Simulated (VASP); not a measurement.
# CsTi (P4/mmm) in VASP: single point with r2SCAN

Aim: the single point of CsTi with r2SCAN.

Program: VASP 6.6.1. These are calculated values, not measurements. Logs are shortened: lines on timing, memory, paths and dates and some standing lists are left out, and cuts for length are marked.

## Step 1: The cell of the first run

The structure is tetragonal, space group P4/mmm (No. 123). The conventional cell has a = 3.238 Å, b = 3.238 Å, c = 6.903 Å, α = 90.00°, β = 90.00°, γ = 90.00°. Cs (site symmetry 4/mmm) has 4 Cs at 3.24 Å and 8 Ti at 4.14 Å within 4.3 Å. Within 4.3 Å of Ti (site symmetry 4/mmm) lie 4 Ti at 3.24 Å and 8 Cs at 4.14 Å.

## Step 2: Single point, r2SCAN

The input, POSCAR:

```
CsTi
1.0
    3.2375260800      0.0000000000      0.0000000000
    0.0000000000      3.2375260800      0.0000000000
    0.0000000000      0.0000000000      6.9028696669
Cs Ti
1 1
Direct
    0.5000000000      0.5000000000      0.5000000000
    0.0000000000      0.0000000000      0.0000000000
```

The input, INCAR.step1:

```
SYSTEM = CsTi
PREC = Accurate ; ENCUT = 520
ISMEAR = 0 ; SIGMA = 0.1
LREAL = .False. ; LASPH = .True.
NELM = 60 ; NBANDS = 18
GGA = PE ; ALGO = Normal
EDIFF = 1E-4 ; LWAVE = .True.
LCHARG = .False.
```

The input, INCAR.step2:

```
SYSTEM = CsTi
PREC = Accurate ; ENCUT = 520
EDIFF = 1E-6 ; ISMEAR = 0
SIGMA = 0.1 ; LREAL = .False.
LASPH = .True. ; NELM = 60
ALGO = Normal ; ISIF = 2
LWAVE = .False. ; LCHARG = .True.
METAGGA = R2SCAN ; LMIXTAU = .True.
LELF = .True. ; LVHAR = .True.
NBANDS = 18 ; ISTART = 1
```

The input, KPOINTS:

```
Automatic mesh
0
Gamma
  18 18 8
  0 0 0
```

Potentials or basis: VASP PAW PBE potentials, release 64 (Cs_sv, Ti_sv).

Launch:

```
$ cat potpaw_PBE.64/Cs_sv/POTCAR potpaw_PBE.64/Ti_sv/POTCAR > POTCAR
$ cp INCAR.step1 INCAR
$ mpirun -np 1 vasp_std > vasp.out
$ cp INCAR.step2 INCAR
$ mpirun -np 1 vasp_std > vasp.out
```

OUTCAR:

```text
SYSTEM = CsTi
   PREC = Accurate
   ENCUT = 520
   EDIFF = 1E-6
   ISMEAR = 0
   LREAL = .False.
   LASPH = .True.
   NELM = 60
   ISIF = 2
   METAGGA = R2SCAN
   ISTART = 1

 ion  position               nearest neighbor table
   1  0.500  0.500  0.500-
   2  0.000  0.000  0.000-

  LATTYP: Found a simple tetragonal cell.
 ALAT       =     3.2375260800
 C/A-ratio  =     2.1321433392

  Lattice vectors:

 A1 = (   3.2375260800,   0.0000000000,   0.0000000000)
 A2 = (   0.0000000000,   3.2375260800,   0.0000000000)
 A3 = (   0.0000000000,   0.0000000000,   6.9028696669)

Analysis of symmetry for initial positions (statically):
=====================================================================
 Subroutine PRICEL returns:
 Original cell was already a primitive cell.

 Routine SETGRP: Setting up the symmetry group for a
 simple tetragonal supercell.

 Subroutine GETGRP returns: Found 16 space group operations
 (whereof 16 operations were pure point group operations)
 out of a pool of 16 trial point group operations.

The static configuration has the point symmetry D_4h.

Analysis of symmetry for dynamics (positions and initial velocities):
=====================================================================
 Subroutine PRICEL returns:
 Original cell was already a primitive cell.

 Routine SETGRP: Setting up the symmetry group for a
 simple tetragonal supercell.

 Subroutine GETGRP returns: Found 16 space group operations
 (whereof 16 operations were pure point group operations)
 out of a pool of 16 trial point group operations.

The dynamic configuration has the point symmetry D_4h.

 Subroutine INISYM returns: Found 16 space group operations
 (whereof 16 operations are pure point group operations),
 and found     1 'primitive' translations

----------------------------------------------------------------------------------------

                                     Primitive cell

  volume of cell :      72.3529

  direct lattice vectors                    reciprocal lattice vectors
     3.237526080  0.000000000  0.000000000     0.308877821  0.000000000  0.000000000
     0.000000000  3.237526080  0.000000000     0.000000000  0.308877821  0.000000000
[... 79 lines left out ...]
   ISPIN  =      1    spin polarized calculation?
   LNONCOLLINEAR =      F non collinear calculations
   LSORBIT =      F    spin-orbit coupling
   LASPH  =      T    aspherical Exc in radial PAW
   ENCUT  =  520.0 eV  38.22 Ry    6.18 a.u.   6.02  6.02 12.83*2*pi/ulx,y,z
   NELM   =     60;   NELMIN=  2; NELMDL=  0     # of ELM steps
   EDIFF  = 0.1E-05   stopping-criterion for ELM
   LREAL  =      F    real-space projection
   EDIFFG = 0.1E-04   stopping-criterion for IOM
   NSW    =      0    number of steps for IOM
   IBRION =     -1    ionic relax: 0-MD 1-quasi-New 2-CG
   NFREE  =      0    steps in history (QN), initial steepest desc. (CG)
   ISIF   =      2    stress and relaxation
   ISYM   =      2    0-nonsym 1-usesym 2-fastsym
   POTIM  = 0.5000    time-step for ionic-motion
   TEBEG  =    0.0;   TEEND  =   0.0 temperature during run
   PSTRESS=    0.0 pullay stress
   NELECT =      21.0000    total number of electrons
   NUPDOWN=      -1.0000    fix difference up-down
   EMIN   =  10.00;   EMAX   =-10.00  energy-range for DOS
   EFERMI =   0.00;   METHOD = LEGACY
   ISMEAR =     0;   SIGMA  =   0.10  broadening in eV -4-tet -1-fermi 0-gaus
   EFERMI_NEDOS =   21; number of points for ismear=-14 and -15
   IALGO  =     38    algorithm
   IMIX   =      4    mixing-type and parameters
     AMIX     =   0.40;   BMIX     =  1.00
     AMIX_MAG =   1.60;   BMIX_MAG =  1.00
  volume/ion in A,a.u.               =      36.18       244.13
  Fermi-wavevector in a.u.,A,eV,Ry     =   1.083917  2.048305 15.985147  1.174875
  Thomas-Fermi vector in A             =   2.219994
   LORBIT       =      0    0 simple, 1 ext, 2 COOP (PROOUT), +10 PAW based schemes
   METAGGA = R2SCAN    functional components
   LHFCALC =     F    Hartree Fock is set to
   AEXX    =    0.0000 exact exchange contribution
   IVDW    =     0    specifies the selected vdW correction
   LEPSILON=     F    determine dielectric tensor
   LRPA    =     F    only Hartree local field effects (RPA)
 non-spin polarized calculation
 Gauss-broadening in eV      SIGMA  =   0.10
  energy-cutoff  :      520.00
  volume of cell :       72.35
 maximum number of plane-waves:      1976
   NGX = 13   NGY = 13   NGZ = 25

 number of electron      21.0000010 magnetization

 Free energy of the ion-electron system (eV)
  ---------------------------------------------------
  ext. energy  EPLUGINS =         0.00000000
  ---------------------------------------------------
  free energy    TOTEN  =       -34.50748289 eV

  energy without entropy =      -34.47805594  energy(sigma->0) =      -34.49276942

 E-fermi :   3.8033     XC(G=0):  -9.3645

 val. band max:        3.7995823246   @ k =   0.1111   0.0556   0.0000
 cond. band min:       3.8034588199   @ k =   0.5000   0.0000   0.1250
 fundamental gap:      0.0038764952
 Fermi energy:         3.8032565602

 k-point     1 :       0.0000    0.0000    0.0000
  band No.  band energies     occupation
      1     -56.0429      2.00000
      2     -31.3621      2.00000
      3     -31.1066      2.00000
      4     -31.1066      2.00000
      5     -21.0902      2.00000
      6      -7.3445      2.00000
[... 481 lines left out ...]
      5     -20.4865      2.00000
      6      -8.3654      2.00000
[... 10 lines left out ...]
     17       8.4134      0.00000
     18       9.3066      0.00000

 [... further k-points ...]

------------------------ aborting loop because EDIFF is reached ----------------------------------------

  FORCE on cell =-STRESS in cart. coord.  units (eV):
  Direction    XX          YY          ZZ          XY          YZ          ZX
  --------------------------------------------------------------------------------------
  -------------------------------------------------------------------------------------
  Total        0.0870350      0.0870350      0.0471914      0.0000000      0.0000000      0.0000000
  in kB        1.9272947      1.9272947      1.0450023      0.0000000      0.0000000      0.0000000
  external PRESSURE =       1.6331972 kB  Pullay stress =       0.0000000 kB

 VOLUME and BASIS-vectors are now :
 -----------------------------------------------------------------------------
  energy-cutoff  :      520.00
  volume of cell :       72.35
      direct lattice vectors                 reciprocal lattice vectors
     3.237526080  0.000000000  0.000000000     0.308877821  0.000000000  0.000000000
     0.000000000  3.237526080  0.000000000     0.000000000  0.308877821  0.000000000
     0.000000000  0.000000000  6.902869667     0.000000000  0.000000000  0.144867287

 POSITION                                       TOTAL-FORCE (eV/Angst)
 -----------------------------------------------------------------------------------
      1.61876      1.61876      3.45143         0.000000      0.000000      0.000000
      0.00000      0.00000      0.00000         0.000000      0.000000      0.000000
 -----------------------------------------------------------------------------------
    total drift:                                0.000000      0.000000      0.000000

  FREE ENERGIE OF THE ION-ELECTRON SYSTEM (eV)
  ---------------------------------------------------
  free  energy   TOTEN  =       -34.5074828918 eV

  energy  without entropy=      -34.4780559409  energy(sigma->0) =      -34.49276942
```

Run time: 25 min. Hardware: 1 thread of AMD EPYC 7R13, shared host; peak memory 0.43 GiB.

Results:

| Item | Value |
| --- | --- |
| Free energy | -34.5075 eV |
| Pressure | 0.2 GPa |
| Band gap on the k mesh | zero (an odd number of electrons rules out a gap without spin polarisation) |

Stress tensor (GPa, compression positive):
```
0.19 0.00 0.00
0.00 0.19 0.00
0.00 0.00 0.10
```

Caveat: the PAW data sets were made with another functional, which shifts forces and pressure a little; spin-orbit coupling is left out, which moves the levels of the heavy elements.
